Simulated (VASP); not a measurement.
# Si2W (I4/mmm) in VASP: a series of runs, part 2 of 2

VASP 6.6.1.

## (3) Single point, PBE

This run uses another cell than the first one, of 13.21 Å³/atom.

File INCAR:

```
SYSTEM = Si2W
  PREC = Accurate
  ENCUT = 520
  EDIFF = 1E-6
  ISMEAR = -1
  SIGMA = 0.05
  LREAL = .False.
  LASPH = .True.
  NELM = 100
  ALGO = Normal
  ISIF = 2
  LWAVE = .False.
  LCHARG = .False.
  GGA = PE
  NBANDS = 18
```

File KPOINTS:

```
regular mesh
0
Gamma
  12 12 12
  0 0 0
```

File POSCAR:

```
Si2W
1.0
   -1.5961151113      1.5961151113      3.8886743761
    1.5961151113     -1.5961151113      3.8886743761
    1.5961151113      1.5961151113     -3.8886743761
Si W
2 1
Direct
    0.3347000000      0.3347000000      0.0000000000
    0.6653000000      0.6653000000      0.0000000000
    0.0000000000      0.0000000000      0.0000000000
```

Potentials or basis: VASP PAW PBE potentials, release 64 (Si, W_sv).

The run is started by

```console
$ cat potpaw_PBE.64/Si/POTCAR potpaw_PBE.64/W_sv/POTCAR > POTCAR
$ mpirun -np 1 vasp_std > vasp.out
```

OUTCAR:

```text
SYSTEM = Si2W
   PREC = Accurate
   ENCUT = 520
   EDIFF = 1E-6
   ISMEAR = -1
   LREAL = .False.
   LASPH = .True.
   NELM = 100
   ISIF = 2
   GGA = PE

 ion  position               nearest neighbor table
   1  0.335  0.335  0.000-   2 2.57   3 2.60   3 2.60   3 2.60   3 2.60   3 2.60   2 2.61   2 2.61
                             2 2.61   2 2.61
   2  0.665  0.665  0.000-   1 2.57   3 2.60   3 2.60   3 2.60   3 2.60   3 2.60   1 2.61   1 2.61
                             1 2.61   1 2.61
   3  0.000  0.000  0.000-   2 2.60   2 2.60   2 2.60   1 2.60   2 2.60   1 2.60   1 2.60   1 2.60
                             1 2.60   2 2.60

  LATTYP: Found a body centered tetragonal cell.
 ALAT       =     3.1922302226
 C/A-ratio  =     2.4363370465

  Lattice vectors:

 A1 = (  -1.5961151113,   1.5961151113,   3.8886743761)
 A2 = (   1.5961151113,  -1.5961151113,   3.8886743761)
 A3 = (   1.5961151113,   1.5961151113,  -3.8886743761)

Analysis of symmetry for initial positions (statically):
=====================================================================
 Subroutine PRICEL returns:
 Original cell was already a primitive cell.

 Routine SETGRP: Setting up the symmetry group for a
 body centered tetragonal supercell.

 Subroutine GETGRP returns: Found 16 space group operations
 (whereof 16 operations were pure point group operations)
 out of a pool of 16 trial point group operations.

The static configuration has the point symmetry D_4h.

Analysis of symmetry for dynamics (positions and initial velocities):
=====================================================================
 Subroutine PRICEL returns:
 Original cell was already a primitive cell.

 Routine SETGRP: Setting up the symmetry group for a
 body centered tetragonal supercell.

 Subroutine GETGRP returns: Found 16 space group operations
 (whereof 16 operations were pure point group operations)
 out of a pool of 16 trial point group operations.

The dynamic configuration has the point symmetry D_4h.

 Subroutine INISYM returns: Found 16 space group operations
 (whereof 16 operations are pure point group operations),
 and found     1 'primitive' translations

----------------------------------------------------------------------------------------

                                     Primitive cell

  volume of cell :      39.6269

  direct lattice vectors                    reciprocal lattice vectors
    -1.596115111  1.596115111  3.888674376     0.000000000  0.313260614  0.128578521
     1.596115111 -1.596115111  3.888674376     0.313260614  0.000000000  0.128578521
     1.596115111  1.596115111 -3.888674376     0.313260614  0.313260614  0.000000000

  length of vectors
     4.496326868  4.496326868  4.496326868     0.338621689  0.338621689  0.443017409

  position of ions in fractional coordinates (direct lattice)
     0.334700000  0.334700000  0.000000000
     0.665300000  0.665300000  0.000000000
     0.000000000  0.000000000  0.000000000

  ion indices of the primitive-cell ions
   primitive index   ion index
                 1           1
                 2           2
                 3           3

----------------------------------------------------------------------------------------

 KPOINTS: regular mesh

Automatic generation of k-mesh.
 Grid dimensions read from file:
 generate k-points for:   12   12   12

 Generating k-lattice:

  Cartesian coordinates                     Fractional coordinates (reciprocal lattice)
     0.000000000  0.026105051  0.010714877     0.083333333  0.000000000 -0.000000000
     0.026105051  0.000000000  0.010714877     0.000000000  0.083333333 -0.000000000
     0.026105051  0.026105051  0.000000000     0.000000000  0.000000000  0.083333333

  Length of vectors
     0.028218474  0.028218474  0.036918117

  Shift w.r.t. Gamma in fractional coordinates (k-lattice)
     0.000000000  0.000000000  0.000000000

 Subroutine IBZKPT returns following result:
 ===========================================

 Found    163 irreducible k-points:

 Following reciprocal coordinates:
            Coordinates               Weight
  0.000000  0.000000  0.000000      1.000000
  0.083333  0.000000  0.000000      8.000000
  0.166667 -0.000000  0.000000      8.000000
  0.250000 -0.000000  0.000000      8.000000
  0.333333  0.000000 -0.000000      8.000000
  0.416667 -0.000000  0.000000      8.000000
[... 16 lines left out ...]
  0.500000  0.166667  0.000000     16.000000
 -0.416667  0.166667 -0.000000     16.000000
 [... further k-points ...]
   k-points           NKPTS =    163   k-points in BZ     NKDIM =    163   number of bands    NBANDS=     18
   number of dos      NEDOS =    301   number of ions     NIONS =      3
   total plane-waves  NPLWV =  46656
   dimension x,y,z NGX =    36 NGY =   36 NGZ =   36
   dimension x,y,z NGXF=    72 NGYF=   72 NGZF=   72
   ions per type =               2   1
   NGX,Y,Z   is equivalent  to a cutoff of  13.31, 13.31, 13.31 a.u.
   NGXF,Y,Z  is equivalent  to a cutoff of  26.62, 26.62, 26.62 a.u.
 SYSTEM =  Si2W
   PREC   = accura    normal or accurate (medium, high low for compatibility)
   ISTART =      0    job   : 0-new  1-cont  2-samecut
   ICHARG =      2    charge: 1-file 2-atom 10-const
   ISPIN  =      1    spin polarized calculation?
   LNONCOLLINEAR =      F non collinear calculations
   LSORBIT =      F    spin-orbit coupling
   LASPH  =      T    aspherical Exc in radial PAW
   ENCUT  =  520.0 eV  38.22 Ry    6.18 a.u.   8.36  8.36  8.36*2*pi/ulx,y,z
   NELM   =    100;   NELMIN=  2; NELMDL= -5     # of ELM steps
   EDIFF  = 0.1E-05   stopping-criterion for ELM
   LREAL  =      F    real-space projection
   EDIFFG = 0.1E-04   stopping-criterion for IOM
   NSW    =      0    number of steps for IOM
   IBRION =     -1    ionic relax: 0-MD 1-quasi-New 2-CG
   NFREE  =      0    steps in history (QN), initial steepest desc. (CG)
   ISIF   =      2    stress and relaxation
   ISYM   =      2    0-nonsym 1-usesym 2-fastsym
   POTIM  = 0.5000    time-step for ionic-motion
   TEBEG  =    0.0;   TEEND  =   0.0 temperature during run
   PSTRESS=    0.0 pullay stress
   NELECT =      22.0000    total number of electrons
   NUPDOWN=      -1.0000    fix difference up-down
   EMIN   =  10.00;   EMAX   =-10.00  energy-range for DOS
   EFERMI =   0.00;   METHOD = LEGACY
   ISMEAR =    -1;   SIGMA  =   0.05  broadening in eV -4-tet -1-fermi 0-gaus
   EFERMI_NEDOS =   21; number of points for ismear=-14 and -15
   IALGO  =     38    algorithm
   IMIX   =      4    mixing-type and parameters
     AMIX     =   0.40;   BMIX     =  1.00
     AMIX_MAG =   1.60;   BMIX_MAG =  1.00
  volume/ion in A,a.u.               =      13.21        89.14
  Fermi-wavevector in a.u.,A,eV,Ry     =   1.345506  2.542638 24.631812  1.810387
  Thomas-Fermi vector in A             =   2.473414
   LORBIT       =      0    0 simple, 1 ext, 2 COOP (PROOUT), +10 PAW based schemes
   GGA     = PE    functional components
   LHFCALC =     F    Hartree Fock is set to
   AEXX    =    0.0000 exact exchange contribution
   IVDW    =     0    specifies the selected vdW correction
   LEPSILON=     F    determine dielectric tensor
   LRPA    =     F    only Hartree local field effects (RPA)
 non-spin polarized calculation
  energy-cutoff  :      520.00
  volume of cell :       39.63
 maximum number of plane-waves:      1084
 NGX is ok and might be reduce to    36
   NGX = 17   NGY = 17   NGZ = 17

 number of electron      21.9999999 magnetization

 Free energy of the ion-electron system (eV)
  ---------------------------------------------------
  ext. energy  EPLUGINS =         0.00000000
  ---------------------------------------------------
  free energy    TOTEN  =       -24.77957125 eV

  energy without entropy =      -24.77770436  energy(sigma->0) =      -24.77863780

 E-fermi :  12.2727     XC(G=0): -12.6252

 val. band max:       12.2172437183   @ k =  -0.3333  -0.4167   0.3333
 cond. band min:      12.2888649104   @ k =  -0.4167  -0.4167   0.3333
 fundamental gap:      0.0716211920
 Fermi energy:        12.2727392258

 k-point     1 :       0.0000    0.0000    0.0000
  band No.  band energies     occupation
      1     -61.5540      2.00000
      2     -25.8325      2.00000
      3     -25.8071      2.00000
      4     -25.8071      2.00000
      5      -1.9952      2.00000
      6       5.2640      2.00000
[... 481 lines left out ...]
      5       1.1393      2.00000
      6       3.8399      2.00000
[... 10 lines left out ...]
     17      19.4531      0.00000
     18      20.7898      0.00000

 [... further k-points ...]

------------------------ aborting loop because EDIFF is reached ----------------------------------------

  FORCE on cell =-STRESS in cart. coord.  units (eV):
  Direction    XX          YY          ZZ          XY          YZ          ZX
  --------------------------------------------------------------------------------------
  -------------------------------------------------------------------------------------
  Total        1.9681674      1.9681674      2.2544051      0.0000000      0.0000000     -0.0000000
  in kB       79.5760943     79.5760943     91.1491366      0.0000000      0.0000000     -0.0000000
  external PRESSURE =      83.4337751 kB  Pullay stress =       0.0000000 kB

 VOLUME and BASIS-vectors are now :
 -----------------------------------------------------------------------------
  energy-cutoff  :      520.00
  volume of cell :       39.63
      direct lattice vectors                 reciprocal lattice vectors
    -1.596115111  1.596115111  3.888674376     0.000000000  0.313260614  0.128578521
     1.596115111 -1.596115111  3.888674376     0.313260614  0.000000000  0.128578521
     1.596115111  1.596115111 -3.888674376     0.313260614  0.313260614  0.000000000

 POSITION                                       TOTAL-FORCE (eV/Angst)
 -----------------------------------------------------------------------------------
      0.00000      0.00000      2.60308         0.000000      0.000000     -0.135624
      0.00000      0.00000      5.17427        -0.000000     -0.000000      0.135624
      0.00000      0.00000      0.00000         0.000000      0.000000      0.000000
 -----------------------------------------------------------------------------------
    total drift:                               -0.000000     -0.000000      0.000000

  FREE ENERGIE OF THE ION-ELECTRON SYSTEM (eV)
  ---------------------------------------------------
  free  energy   TOTEN  =       -24.7795712464 eV

  energy  without entropy=      -24.7777043554  energy(sigma->0) =      -24.77863780
```

OSZICAR:

```text
N       E                     dE             d eps       ncg     rms          rms(c)
DAV:   1     0.132757871053E+03    0.13276E+03   -0.10848E+04  5868   0.124E+03
DAV:   2    -0.210340726202E+02   -0.15379E+03   -0.15021E+03  6766   0.325E+02
DAV:   3    -0.255841444844E+02   -0.45501E+01   -0.44863E+01  7254   0.502E+01
DAV:   4    -0.256235093642E+02   -0.39365E-01   -0.39318E-01  6970   0.495E+00
DAV:   5    -0.256239299847E+02   -0.42062E-03   -0.42060E-03  6868   0.542E-01    0.265E+01
DAV:   6    -0.248798928338E+02    0.74404E+00   -0.32614E+00  6312   0.130E+01    0.937E+00
DAV:   7    -0.248007897511E+02    0.79103E-01   -0.19786E-01  6308   0.255E+00    0.462E+00
DAV:   8    -0.247800503846E+02    0.20739E-01   -0.38086E-02  6582   0.154E+00    0.331E-01
DAV:   9    -0.247796590436E+02    0.39134E-03   -0.92957E-04  6732   0.250E-01    0.193E-01
DAV:  10    -0.247795761895E+02    0.82854E-04   -0.24540E-04  6982   0.135E-01    0.402E-02
DAV:  11    -0.247795708903E+02    0.52993E-05   -0.31970E-05  6732   0.405E-02    0.173E-02
DAV:  12    -0.247795712464E+02   -0.35608E-06   -0.13775E-06  4584   0.789E-03
   1 F= -.24779571E+02 E0= -.24778638E+02  d E =-.186689E-02
```

stdout:

```text
POSCAR found type information on POSCAR SiW
 POSCAR found :  2 types and       3 ions
 scaLAPACK will be used
 LDA part: xc-table for (Slater+PW92), standard interpolation
 POSCAR, INCAR and KPOINTS ok, starting setup
 FFT: planning ... GRIDC
 FFT: planning ... GRID_SOFT
 FFT: planning ... GRID
 WAVECAR not read
 entering main loop
```

Wall time 3.6 min (1 thread of Intel Xeon 8259CL, shared host); peak memory 0.28 GiB.

What came out:

- Free energy: -24.7796 eV
- Pressure: 8.3 GPa
- Largest force: 0.136 eV/Å
- Band gap on the k mesh: zero (bands 11 and 12 overlap by 1.33 eV)

Forces on the atoms (eV/Å):
```
Si   0.000  0.000 -0.136
Si   0.000  0.000  0.136
W    0.000  0.000  0.000
```

Stress tensor (GPa, compression positive):
```
7.96 0.00 0.00
0.00 7.96 0.00
0.00 0.00 9.11
```

Levels at points of the mesh, in eV from the Fermi level:
| k point | band 8 | band 9 | band 10 | band 11 | band 12 | band 13 | band 14 | band 15 |
| --- | --- | --- | --- | --- | --- | --- | --- | --- |
| (0.00, 0.00, 0.00) | -3.44 | -2.92 | -2.92 | 0.61 | 2.84 | 2.86 | 3.10 | 3.10 |
| (0.50, 0.00, 0.00) | -4.94 | -2.88 | -2.85 | -0.48 | 2.78 | 2.81 | 3.97 | 4.58 |
| (0.50, 0.50, 0.00) | -5.51 | -5.11 | -3.35 | -1.79 | 2.86 | 3.05 | 3.22 | 3.97 |
| (0.50, 0.50, 0.50) | -2.65 | -0.86 | -0.86 | -0.53 | -0.53 | 0.79 | 4.57 | 5.11 |

Caveat: the cell stands under pressure; spin-orbit coupling is left out, which moves the levels of the heavy elements.
